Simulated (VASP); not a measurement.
# As: single point with PBEsol

The system is As.

```
CELL_PARAMETERS angstrom
2.36215 0.00000 0.00000
-1.18108 2.04568 0.00000
0.00000 0.00000 3.80817
ATOMIC_POSITIONS crystal
As 0.33333 0.66667 0.25000
As 0.66667 0.33333 0.75000
```

| Quantity | Value |
| --- | --- |
| Program | VASP 6.6.1 |
| Task | single point |
| Functional | PBEsol |
| Potentials or basis | VASP PAW PBE potentials, release 64 (As) |
| Cutoff | 520 eV |
| k mesh | 14 × 14 × 8 |
| Occupations | fermi-dirac, width 0.08 eV |
| Spin | no spin polarisation |

| Property | Result |
| --- | --- |
| Pressure | 289.4 GPa |
| Band gap on the k mesh | zero (band 5 reaches 28.92 eV, above the bottom of band 6 at 10.27 eV) |

Stress tensor (GPa, compression positive):
```
289.35   0.00   0.00
  0.00 289.35   0.00
  0.00   0.00 289.49
```

Levels at points of the mesh, in eV from the Fermi level:
| k point | band 2 | band 3 | band 4 | band 5 | band 6 | band 7 | band 8 | band 9 |
| --- | --- | --- | --- | --- | --- | --- | --- | --- |
| (0.00, 0.00, 0.00) | -14.11 | -13.89 | 8.69 | 8.69 | 11.43 | 11.43 | 13.69 | 14.67 |
| (0.50, 0.00, 0.00) | -15.14 | -5.98 | -5.67 | -4.51 | -2.85 | 0.52 | 5.65 | 9.55 |
| (0.00, 0.00, 0.50) | -22.10 | -0.80 | -0.80 | 10.98 | 10.98 | 10.98 | 10.98 | 14.71 |
| (0.50, 0.00, 0.50) | -13.41 | -12.12 | -12.12 | 3.38 | 3.38 | 5.71 | 5.71 | 7.68 |

Run time: 13 s on 1 thread of Intel(R) Xeon(R) Platinum 8488C (Sapphire Rapids), on a shared host, peak memory 0.14 GiB.

Caveat: the PAW data sets were made with another functional, which shifts forces and pressure a little.
